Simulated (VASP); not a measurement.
Hf, 2 atoms in the cell. The cell holds a slab with vacuum, 2 atoms: a = 3.158 Å, b = 3.158 Å, c = 18.501 Å, α = 90.00°, β = 90.00°, γ = 120.00°. 

* Program: VASP 6.6.1
* Task: single point
* Functional: PBEsol
* Potentials or basis: VASP PAW PBE potentials, release 64 (Hf_pv)
* Cutoff: 520 eV
* k mesh: 12 × 12 × 1
* Occupations: fermi-dirac, width 0.08 eV
* Spin: no spin polarisation
* Dipole correction: yes
* Electric field (eV/Å): -0.5 eV/Å
* Further INCAR settings: ALGO = Normal; EDIFF = 1e-06; NBANDS = 17; EFIELD = -0.5

Potentials or basis: VASP PAW PBE potentials, release 64 (Hf_pv).

Run with:

```console
$ cat potpaw_PBE.64/Hf_pv/POTCAR > POTCAR
$ mpirun -np 1 vasp_std > vasp.out
```

Hardware: 1 thread of Intel Xeon 8259CL (shared host).

Q: Estimate the wall time of this run.

A: Run time: 2.5 min on 1 thread of Intel Xeon 8259CL, on a shared host, peak memory 0.26 GiB. Counts: scf iterations 29, k points 19.
